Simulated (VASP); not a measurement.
# GeSb4Te7 (P-3m1) in VASP: relaxation of cell and atoms with PBE

Aim: the relaxation of cell and atoms of GeSb4Te7 with PBE.

Program: VASP 6.6.1. These are calculated values, not measurements. Logs are shortened: lines on timing, memory, paths and dates and some standing lists are left out, and cuts for length are marked.

### Step 1. The cell of the first run

It takes space group P-3m1 (No. 164, trigonal). Conventional cell: a = 4.289 Å, b = 4.289 Å, c = 24.638 Å, α = 90.00°, β = 90.00°, γ = 120.00°. Ge (site symmetry -3m) has 6 Te at 3.00 Å within 3.9 Å. Within 4.0 Å of Sb (site symmetry 3m) lie 6 Te at 3.01 to 3.18 Å. Within 4.0 Å of Sb (site symmetry 3m) lie 6 Te at 3.00 to 3.19 Å. Within 4.0 Å of Te (site symmetry 3m) lie 3 Sb at 3.01 Å. Te (site symmetry 3m) has 3 Sb at 3.00 Å within 4.0 Å. Within 3.9 Å of Te (site symmetry 3m) lie 3 Ge at 3.00 Å and 3 Sb at 3.19 Å. Te (site symmetry -3m) has 6 Sb at 3.18 Å within 4.2 Å.

### Step 2. Relaxation of cell and atoms, PBE, target pressure 3.3 GPa, at which the enthalpy is minimised

The input, INCAR:

```
ALGO = Normal
EDIFF = 1E-6
EDIFFG = -0.05
ENCUT = 600
GGA = PE
IBRION = 2
ISIF = 3
ISMEAR = 0
LASPH = T
LCHARG = F
LREAL = F
LWAVE = F
NELM = 80
NSW = 80
PREC = Accurate
PSTRESS = 33.0
SIGMA = 0.1
```

The input, KPOINTS:

```
k-points
0
Gamma
  6 6 1
```

The input, POSCAR:

```
GeSb4Te7
1.0
    4.2893002584      0.0000000000      0.0000000000
   -2.1446501292      3.7146429882      0.0000000000
    0.0000000000      0.0000000000     24.6377784500
Ge Sb Te
1 4 7
Direct
    0.0000000000      0.0000000000      0.5000000000
    0.6666666700      0.3333333300      0.9188986200
    0.3333333300      0.6666666700      0.3497515000
    0.3333333300      0.6666666700      0.0811013800
    0.6666666700      0.3333333300      0.6502485000
    0.3333333300      0.6666666700      0.8497318700
    0.6666666700      0.3333333300      0.1502681300
    0.0000000000      0.0000000000      0.7189782900
    0.6666666700      0.3333333300      0.4313943000
    0.3333333300      0.6666666700      0.5686057000
    0.0000000000      0.0000000000      0.0000000000
    0.0000000000      0.0000000000      0.2810217100
```

Potentials or basis: VASP PAW PBE potentials, release 64 (Ge_d, Sb, Te).

On the command line:

```
cat potpaw_PBE.64/Ge_d/POTCAR potpaw_PBE.64/Sb/POTCAR potpaw_PBE.64/Te/POTCAR > POTCAR
mpirun -np 1 vasp_std > vasp.out
```

OUTCAR:

```text
EDIFF = 1E-6
   EDIFFG = -0.05
   ENCUT = 600
   GGA = PE
   IBRION = 2
   ISIF = 3
   ISMEAR = 0
   LASPH = T
   LREAL = F
   NELM = 80
   NSW = 80
   PREC = Accurate
   PSTRESS = 33.0

 ion  position               nearest neighbor table
   1  0.000  0.000  0.500-   9 3.00  10 3.00  10 3.00   9 3.00   9 3.00  10 3.00
   2  0.667  0.333  0.919-   6 3.01   6 3.01   6 3.01  11 3.18  11 3.18  11 3.18
   3  0.333  0.667  0.350-  12 3.00  12 3.00  12 3.00   9 3.19   9 3.19   9 3.19
   4  0.333  0.667  0.081-   7 3.01   7 3.01   7 3.01  11 3.18  11 3.18  11 3.18
   5  0.667  0.333  0.650-   8 3.00   8 3.00   8 3.00  10 3.19  10 3.19  10 3.19
   6  0.333  0.667  0.850-   2 3.01   2 3.01   2 3.01
   7  0.667  0.333  0.150-   4 3.01   4 3.01   4 3.01
   8  0.000  0.000  0.719-   5 3.00   5 3.00   5 3.00
   9  0.667  0.333  0.431-   1 3.00   1 3.00   1 3.00   3 3.19   3 3.19   3 3.19
  10  0.333  0.667  0.569-   1 3.00   1 3.00   1 3.00   5 3.19   5 3.19   5 3.19
  11  0.000  0.000  0.000-   2 3.18   4 3.18   4 3.18   2 3.18   2 3.18   4 3.18
  12  0.000  0.000  0.281-   3 3.00   3 3.00   3 3.00

  LATTYP: Found a hexagonal cell.
 ALAT       =     4.2893002584
 C/A-ratio  =     5.7440088046

  Lattice vectors:

 A1 = (   4.2893002584,   0.0000000000,   0.0000000000)
 A2 = (  -2.1446501292,   3.7146429882,   0.0000000000)
 A3 = (   0.0000000000,   0.0000000000,  24.6377784500)

Analysis of symmetry for initial positions (statically):
=====================================================================
 Subroutine PRICEL returns:
 Original cell was already a primitive cell.

 Routine SETGRP: Setting up the symmetry group for a
 hexagonal supercell.

 Subroutine GETGRP returns: Found 12 space group operations
 (whereof 12 operations were pure point group operations)
 out of a pool of 24 trial point group operations.

The static configuration has the point symmetry D_3d.

Analysis of symmetry for dynamics (positions and initial velocities):
=====================================================================
 Subroutine PRICEL returns:
 Original cell was already a primitive cell.

 Routine SETGRP: Setting up the symmetry group for a
 hexagonal supercell.

 Subroutine GETGRP returns: Found 12 space group operations
 (whereof 12 operations were pure point group operations)
 out of a pool of 24 trial point group operations.

The dynamic configuration has the point symmetry D_3d.

 Subroutine INISYM returns: Found 12 space group operations
 (whereof 12 operations are pure point group operations),
 and found     1 'primitive' translations

----------------------------------------------------------------------------------------

                                     Primitive cell

  volume of cell :     392.5591

  direct lattice vectors                    reciprocal lattice vectors
     4.289300258  0.000000000  0.000000000     0.233138260  0.134602437  0.000000000
    -2.144650129  3.714642988  0.000000000     0.000000000  0.269204875  0.000000000
     0.000000000  0.000000000 24.637778450     0.000000000  0.000000000  0.040588075

  length of vectors
     4.289300258  4.289300258 24.637778450     0.269204875  0.269204875  0.040588075

  position of ions in fractional coordinates (direct lattice)
     0.000000000  0.000000000  0.500000000
     0.666666670  0.333333330  0.918898620
     0.333333330  0.666666670  0.349751500
     0.333333330  0.666666670  0.081101380
     0.666666670  0.333333330  0.650248500
     0.333333330  0.666666670  0.849731870
     0.666666670  0.333333330  0.150268130
     0.000000000  0.000000000  0.718978290
     0.666666670  0.333333330  0.431394300
     0.333333330  0.666666670  0.568605700
     0.000000000  0.000000000  0.000000000
     0.000000000  0.000000000  0.281021710

  ion indices of the primitive-cell ions
   primitive index   ion index
                 1           1
                 2           2
                 3           3
                 4           4
                 5           5
                 6           6
                 7           7
                 8           8
                 9           9
                10          10
                11          11
                12          12

----------------------------------------------------------------------------------------

 KPOINTS: k-points

Automatic generation of k-mesh.
 Grid dimensions read from file:
 generate k-points for:    6    6    1

 Generating k-lattice:

  Cartesian coordinates                     Fractional coordinates (reciprocal lattice)
     0.038856377  0.022433740  0.000000000     0.166666667  0.000000000  0.000000000
     0.000000000  0.044867479  0.000000000     0.000000000  0.166666667  0.000000000
     0.000000000  0.000000000  0.040588075     0.000000000  0.000000000  1.000000000

  Length of vectors
     0.044867479  0.044867479  0.040588075

  Shift w.r.t. Gamma in fractional coordinates (k-lattice)
     0.000000000  0.000000000  0.000000000

 Subroutine IBZKPT returns following result:
 ===========================================

 Found      7 irreducible k-points:

 Following reciprocal coordinates:
            Coordinates               Weight
  0.000000  0.000000  0.000000      1.000000
  0.166667  0.000000  0.000000      6.000000
  0.333333  0.000000  0.000000      6.000000
  0.500000  0.000000  0.000000      3.000000
  0.166667  0.166667  0.000000      6.000000
  0.333333  0.166667  0.000000     12.000000
  0.333333  0.333333  0.000000      2.000000
   k-points           NKPTS =      7   k-points in BZ     NKDIM =      7   number of bands    NBANDS=     45
   number of dos      NEDOS =    301   number of ions     NIONS =     12
   total plane-waves  NPLWV = 259200
   dimension x,y,z NGX =    36 NGY =   36 NGZ =  200
   dimension x,y,z NGXF=    72 NGYF=   72 NGZF=  400
   ions per type =               1   4   7
   NGX,Y,Z   is equivalent  to a cutoff of  13.95, 13.95, 13.50 a.u.
   NGXF,Y,Z  is equivalent  to a cutoff of  27.91, 27.91, 26.99 a.u.
 SYSTEM =  unknown system
   PREC   = accura    normal or accurate (medium, high low for compatibility)
   ISTART =      0    job   : 0-new  1-cont  2-samecut
   ICHARG =      2    charge: 1-file 2-atom 10-const
   ISPIN  =      1    spin polarized calculation?
   LNONCOLLINEAR =      F non collinear calculations
   LSORBIT =      F    spin-orbit coupling
   LASPH  =      T    aspherical Exc in radial PAW
   ENCUT  =  600.0 eV  44.10 Ry    6.64 a.u.   8.57  8.57 49.21*2*pi/ulx,y,z
   NELM   =     80;   NELMIN=  2; NELMDL= -5     # of ELM steps
   EDIFF  = 0.1E-05   stopping-criterion for ELM
   LREAL  =      F    real-space projection
   EDIFFG = -.5E-01   stopping-criterion for IOM
   NSW    =     80    number of steps for IOM
   IBRION =      2    ionic relax: 0-MD 1-quasi-New 2-CG
   NFREE  =      1    steps in history (QN), initial steepest desc. (CG)
   ISIF   =      3    stress and relaxation
   ISYM   =      2    0-nonsym 1-usesym 2-fastsym
   POTIM  = 0.5000    time-step for ionic-motion
   TEBEG  =    0.0;   TEEND  =   0.0 temperature during run
   PSTRESS=   33.0 pullay stress
   NELECT =      76.0000    total number of electrons
   NUPDOWN=      -1.0000    fix difference up-down
   EMIN   =  10.00;   EMAX   =-10.00  energy-range for DOS
   EFERMI =   0.00;   METHOD = LEGACY
   ISMEAR =     0;   SIGMA  =   0.10  broadening in eV -4-tet -1-fermi 0-gaus
   EFERMI_NEDOS =   21; number of points for ismear=-14 and -15
   IALGO  =     38    algorithm
   IMIX   =      4    mixing-type and parameters
     AMIX     =   0.40;   BMIX     =  1.00
     AMIX_MAG =   1.60;   BMIX_MAG =  1.00
  volume/ion in A,a.u.               =      32.71       220.76
  Fermi-wavevector in a.u.,A,eV,Ry     =   0.947060  1.789685 12.203383  0.896923
  Thomas-Fermi vector in A             =   2.075118
   LORBIT       =      0    0 simple, 1 ext, 2 COOP (PROOUT), +10 PAW based schemes
   GGA     = PE    functional components
   LHFCALC =     F    Hartree Fock is set to
   AEXX    =    0.0000 exact exchange contribution
   IVDW    =     0    specifies the selected vdW correction
   LEPSILON=     F    determine dielectric tensor
   LRPA    =     F    only Hartree local field effects (RPA)
 conjugate gradient relaxation of ions
 non-spin polarized calculation
 Gauss-broadening in eV      SIGMA  =   0.10
  energy-cutoff  :      600.00
  volume of cell :      392.56
 maximum number of plane-waves:     13173
 NGX is ok and might be reduce to    36
   NGX = 17   NGY = 17   NGZ = 99

--------------------------------------- Ionic step        1  -------------------------------------------

 number of electron      76.0000013 magnetization

 Free energy of the ion-electron system (eV)
  ---------------------------------------------------
  ext. energy  EPLUGINS =         0.00000000
  ---------------------------------------------------
  free energy    TOTEN  =       -44.56523547 eV

  energy without entropy =      -44.56523477  energy(sigma->0) =      -44.56523512

------------------------ aborting loop because EDIFF is reached ----------------------------------------

  FORCE on cell =-STRESS in cart. coord.  units (eV):
  Direction    XX          YY          ZZ          XY          YZ          ZX
  --------------------------------------------------------------------------------------
  -------------------------------------------------------------------------------------
  Total        1.8157981      1.8157981      1.5651206     -0.0000000      0.0000000      0.0000000
  in kB        7.4109361      7.4109361      6.3878293     -0.0000000      0.0000000      0.0000000
  external PRESSURE =     -25.9300995 kB  Pullay stress =      33.0000000 kB
[... 123 lines left out ...]
  FREE ENERGIE OF THE ION-ELECTRON SYSTEM (eV)
  ---------------------------------------------------
  free  energy   TOTEN  =       -44.3358719011 eV

  energy  without entropy=      -44.3358705477  energy(sigma->0) =      -44.33587122

  enthalpy is  TOTEN    =       -36.6426273270 eV   P V=        7.6932445741

[... ionic steps 4 to 19 ...]

--------------------------------------- Ionic step       20  -------------------------------------------

 number of electron      76.0000001 magnetization

------------------------ aborting loop because EDIFF is reached ----------------------------------------

  FORCE on cell =-STRESS in cart. coord.  units (eV):
  Direction    XX          YY          ZZ          XY          YZ          ZX
  --------------------------------------------------------------------------------------
  -------------------------------------------------------------------------------------
  Total        7.6484242      7.6484242      7.4467022     -0.0000000      0.0000000      0.0000000
  in kB       34.1250737     34.1250737     33.2250479     -0.0000000      0.0000000      0.0000000
  external PRESSURE =       0.8250651 kB  Pullay stress =      33.0000000 kB
[... 81 lines left out ...]
  enthalpy is  TOTEN    =       -36.8791788180 eV   P V=        7.4041863881

--------------------------------------- Ionic step       22  -------------------------------------------

 number of electron      76.0000001 magnetization

 Free energy of the ion-electron system (eV)
  ---------------------------------------------------
  ext. energy  EPLUGINS =         0.00000000
  ---------------------------------------------------
  free energy    TOTEN  =       -44.29150571 eV

  energy without entropy =      -44.29130014  energy(sigma->0) =      -44.29140292

 E-fermi :   7.2034     XC(G=0):  -9.5642

 val. band max:        7.0310961810   @ k =   0.0000   0.0000   0.0000
 cond. band min:       7.3900771235   @ k =   0.0000   0.0000   0.0000
 fundamental gap:      0.3589809425
 Fermi energy:         7.2034191764

 k-point     1 :       0.0000    0.0000    0.0000
  band No.  band energies     occupation
      1     -17.8753      2.00000
      2     -17.8753      2.00000
      3     -17.8668      2.00000
      4     -17.8668      2.00000
      5     -17.8658      2.00000
      6      -6.4575      2.00000
[... 364 lines left out ...]
  FREE ENERGIE OF THE ION-ELECTRON SYSTEM (eV)
  ---------------------------------------------------
  free  energy   TOTEN  =       -44.2915057063 eV

  energy  without entropy=      -44.2913001358  energy(sigma->0) =      -44.29140292

  enthalpy is  TOTEN    =       -36.8805188991 eV   P V=        7.4109868072

 reached required accuracy - stopping structural energy minimisation
```

Run time: 47 min. Hardware: 1 thread of Intel Xeon 6975P-C (Granite Rapids), shared host; peak memory 0.72 GiB.

What came out:

```
Free energy                                            : -44.2915 eV
Relaxed volume                                         : 29.98 Å³/atom
Relaxed cell                                           : a = 4.236 Å, b = 4.236 Å, c = 23.150 Å, α = 90.00°, β = 90.00°, γ = 120.00°
Space group after relaxing (to 0.05 Å)                 : P-3m1 (No. 164)
Energy change on relaxing (the enthalpy is what falls) : +22.8 meV/atom
Ionic steps                                            : 22
Pressure after relaxing                                : 3.3 GPa
Largest force after relaxing                           : 0.020 eV/Å
Band gap on the k mesh                                 : 0.36 eV, direct
```

Forces on the atoms (eV/Å):
```
Ge   0.000  0.000  0.000
Sb   0.000  0.000 -0.001
Sb   0.000  0.000 -0.016
Sb   0.000  0.000  0.001
Sb   0.000  0.000  0.016
Te   0.000  0.000  0.003
Te   0.000  0.000 -0.003
Te   0.000  0.000  0.011
Te   0.000  0.000 -0.020
Te   0.000  0.000  0.020
Te   0.000  0.000  0.000
Te   0.000  0.000 -0.011
```

The path:
```
step  energy change (eV)  largest force (eV/Å)  pressure (GPa)  volume (Å³)
   1              0.0000                0.1386            0.71       392.56
   2              0.4949                0.7227            5.17       363.24
   3              0.2294                0.5011            3.39       373.51
   4              0.2312                0.3523            3.36       371.46
   5              0.2757                0.3639            3.36       368.27
   6              0.2591                0.3278            3.26       367.51
   7              0.2429                0.2665            2.99       365.16
   8              0.3866                0.6832            2.91       360.09
   9              0.2598                0.3775            2.93       363.66
  10              0.3811                0.3003            4.10       356.64
  11              0.3592                0.3126            3.92       357.67
  12              0.3168                0.1832            3.63       358.58
  13              0.2834                0.1075            3.35       359.72
  14              0.2844                0.1071            3.36       359.67
  15              0.2712                0.0503            3.20       360.21
  16              0.2663                0.0612            3.15       360.43
  17              0.2884                0.0640            3.38       359.29
  18              0.2907                0.0647            3.38       359.17
  19              0.2955                0.0670            3.42       358.94
  20              0.2912                0.0635            3.38       359.09
  21              0.2819                0.0556            3.32       359.48
  22              0.2737                0.0205            3.31       359.81
```

Final structure:
```cif
data_structure
_symmetry_space_group_name_H-M 'P 1'
_symmetry_Int_Tables_number 1
_cell_length_a 4.2364
_cell_length_b 4.2364
_cell_length_c 23.1500
_cell_angle_alpha 90.000
_cell_angle_beta 90.000
_cell_angle_gamma 120.000
_cell_volume 359.81
loop_
_atom_site_label
_atom_site_type_symbol
_atom_site_fract_x
_atom_site_fract_y
_atom_site_fract_z
_atom_site_occupancy
Ge1 Ge 0.00000 0.00000 0.50000 1
Sb1 Sb 0.66667 0.33333 0.91521 1
Sb2 Sb 0.33333 0.66667 0.34367 1
Sb3 Sb 0.33333 0.66667 0.08479 1
Sb4 Sb 0.66667 0.33333 0.65633 1
Te1 Te 0.33333 0.66667 0.84042 1
Te2 Te 0.66667 0.33333 0.15958 1
Te3 Te 0.00000 0.00000 0.73079 1
Te4 Te 0.66667 0.33333 0.42886 1
Te5 Te 0.33333 0.66667 0.57114 1
Te6 Te 0.00000 0.00000 0.00000 1
Te7 Te 0.00000 0.00000 0.26921 1
```

Levels at points of the mesh, in eV from the valence-band top:
| k point | band 36 | band 37 | band 38 | band 39 | band 40 | band 41 |
| --- | --- | --- | --- | --- | --- | --- |
| (0.00, 0.00, 0.00) | -1.15 | -0.24 | 0.00 | 0.36 | 0.36 | 0.42 |
| (0.50, 0.00, 0.00) | -1.55 | -0.96 | -0.93 | 0.87 | 0.88 | 0.90 |

Caveat: the cell is relaxed towards a set pressure, so the enthalpy falls and the energy may rise; spin-orbit coupling is left out, which moves the levels of the heavy elements; this functional lacks dispersion, which binds the layers, so the pressure and a relaxed spacing across them are unreliable; the relaxation stopped at a loose force limit of 0.05 eV/Å, so its end isn't a converged minimum.
